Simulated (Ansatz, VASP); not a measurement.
# Two plane-wave programs on WS2

File INCAR:

```
PREC = Accurate
ENCUT = 520
EDIFF = 1E-6
ISMEAR = -1
SIGMA = 0.05
LREAL = F
LASPH = T
NELM = 100
ALGO = Normal
ISIF = 2
LWAVE = F
LCHARG = F
GGA = PE
NBANDS = 35
```

The input KPOINTS:

```
Automatic mesh
0
Gamma
  10 10 2
```

File POSCAR:

```
WS2
1.0
    3.1832100000      0.0000000000      0.0000000000
   -1.5916000000      2.7567400000      0.0000000000
    0.0000000000      0.0000000000     23.6687600000
W S
2 4
Direct
    0.3333333333      0.6666666667      0.6373200000
    0.6666666667      0.3333333333      0.3626800000
    0.3333333333      0.6666666667      0.2968200000
    0.6666666667      0.3333333333      0.5714400000
    0.3333333333      0.6666666667      0.4285600000
    0.6666666667      0.3333333333      0.7031800000
```

Input for Ansatz:

```yaml
crystal:
  lattice:
    - [3.18321, 0.0, 0.0]
    - [-1.5916, 2.75674, 0.0]
    - [0.0, 0.0, 23.66876]
  atoms:
    - { symbol: W, position: [0.3333333333333333, 0.6666666666666666, 0.63732] }
    - { symbol: W, position: [0.6666666666666666, 0.3333333333333333, 0.36268] }
    - { symbol: S, position: [0.3333333333333333, 0.6666666666666666, 0.29682] }
    - { symbol: S, position: [0.6666666666666666, 0.3333333333333333, 0.57144] }
    - { symbol: S, position: [0.3333333333333333, 0.6666666666666666, 0.42856] }
    - { symbol: S, position: [0.6666666666666666, 0.3333333333333333, 0.70318] }
basis:
  ecutwfc: 476.19925930478996
kpoints:
  mp_grid:
    grid: [10, 10, 2]
hamiltonian:
  xc: pbe
scf:
  occupations:
    method: fermi_dirac
    width: 0.05
output:
  forces: true
  stress: true
```

Alike in both runs: task single point; functional PBE; k mesh 10 × 10 × 2; occupations fermi-dirac, width 0.05 eV; no spin polarisation.

```csv
,VASP,Ansatz
version,VASP 6.6.1,Ansatz 0.2.0
potentials or method,"VASP PAW PBE potentials, release 64 (W_sv, S), cutoff 520 eV","plane waves, PAW"
valence electrons in the cell,52,52
```

|  | VASP | Ansatz | Ansatz less VASP |
| --- | --- | --- | --- |
| rms of the force components (eV/Å) | 0.119 | 0.118 | -0.0016 |

Atom by atom the forces differ by 0.002 eV/Å (rms over components).

Neither program's run includes spin-orbit coupling.
